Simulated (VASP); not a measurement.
HfRu, 2 atoms in the cell. The structure is trigonal, space group R-3m (No. 166). Conventional cell: a = 4.538 Å, b = 4.538 Å, c = 5.642 Å, α = 90.00°, β = 90.00°, γ = 120.00°. Hf (site symmetry -3m) has 8 Ru at 2.78 to 2.82 Å and 6 Hf at 3.23 Å within 3.7 Å. Ru (site symmetry -3m) has 8 Hf at 2.78 to 2.82 Å and 6 Ru at 3.23 Å within 3.7 Å.  This cell differs from its parent crystal: equal xy, yz and zx shear strains of +1 %.

| Quantity | Value |
| --- | --- |
| Program | VASP 6.6.1 |
| Task | single point |
| Functional | PBEsol |
| Potentials or basis | VASP PAW PBE potentials, release 64 (Hf_pv, Ru_pv) |
| Cutoff | 520 eV |
| k mesh | 11 × 11 × 11 |
| Occupations | fermi-dirac, width 0.08 eV |
| Spin | no spin polarisation |
| Dipole correction | no |
| Further INCAR settings | ALGO = Normal; EDIFF = 1e-06; NBANDS = 19 |

Potentials or basis: VASP PAW PBE potentials, release 64 (Hf_pv, Ru_pv).

Launch:

```bash
$ cat potpaw_PBE.64/Hf_pv/POTCAR potpaw_PBE.64/Ru_pv/POTCAR > POTCAR
$ mpirun -np 1 vasp_std > vasp.out
```

Hardware: 1 thread of AMD EPYC 7R13 (shared host).

Question: Estimate the wall time of this run.

Answer: Wall time 2.5 min on 1 thread of AMD EPYC 7R13 (shared host), peak memory 0.18 GiB. Counts: scf iterations 13, k points 146.
